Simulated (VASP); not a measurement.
Here is a VASP 6.6.1 calculation.

Contents of POSCAR:

```
Ba2C
1.0
    0.0000000000      3.5066490218      3.5066490218
    3.3379792038      0.0000000000      3.5066490218
    3.3379792038      3.5066490218      0.0000000000
C Ba
1 2
Direct
    0.0000000000      0.0000000000      0.0000000000
    0.2500000000      0.2500000000      0.2500000000
    0.7500000000      0.7500000000      0.7500000000
```

INCAR.step1

```
PREC     = Accurate       # precision mode
ENCUT    = 520            # plane-wave cutoff, eV
ISMEAR   = -1             # smearing method
SIGMA    = 0.02           # smearing width, eV
LREAL    = F              # projectors in reciprocal space
LASPH    = T              # aspherical terms in the spheres
NELM     = 100            # most SCF steps
NBANDS   = 19             # bands
GGA      = PE             # functional
ALGO     = Normal         # electronic algorithm
EDIFF    = 1E-4           # SCF threshold, eV
LWAVE    = T              # write WAVECAR
LCHARG   = F              # write CHGCAR
```

Contents of INCAR.step2:

```
PREC     = Accurate       # precision mode
ENCUT    = 520            # plane-wave cutoff, eV
EDIFF    = 1E-6           # SCF threshold, eV
ISMEAR   = -1             # smearing method
SIGMA    = 0.02           # smearing width, eV
LREAL    = F              # projectors in reciprocal space
LASPH    = T              # aspherical terms in the spheres
NELM     = 100            # most SCF steps
ALGO     = Normal         # electronic algorithm
ISIF     = 2              # what is computed and relaxed
LWAVE    = F              # write WAVECAR
LCHARG   = T              # write CHGCAR
METAGGA  = R2SCAN         # meta-GGA
LMIXTAU  = T            
LELF     = T              # ELF
LVHAR    = T            
NBANDS   = 19             # bands
ISTART   = 1
```

KPOINTS

```
regular mesh
0
Gamma
  6 6 6
```

Potentials or basis: VASP PAW PBE potentials, release 64 (C, Ba_sv).

Launch:

```console
$ cat potpaw_PBE.64/C/POTCAR potpaw_PBE.64/Ba_sv/POTCAR > POTCAR
$ cp INCAR.step1 INCAR
$ mpirun -np 1 vasp_std > vasp.out
$ cp INCAR.step2 INCAR
$ mpirun -np 1 vasp_std > vasp.out
```

What does it give for the pressure?

3.7 GPa.

Estimate the band gap on the k mesh.

0.03 eV.

Stress tensor (GPa, compression positive):
```
6.78 0.00 0.00
0.00 2.10 0.00
0.00 0.00 2.10
```

Caveat: the cell differs from its parent crystal (uniaxial x strain -4.8%); the cell stands under pressure; the structure was generated, so it needn't be the stable form of Ba2C; the PAW data sets were made with another functional, which shifts forces and pressure a little; spin-orbit coupling is left out, which moves the levels of the heavy elements. A k mesh can miss the band edges.
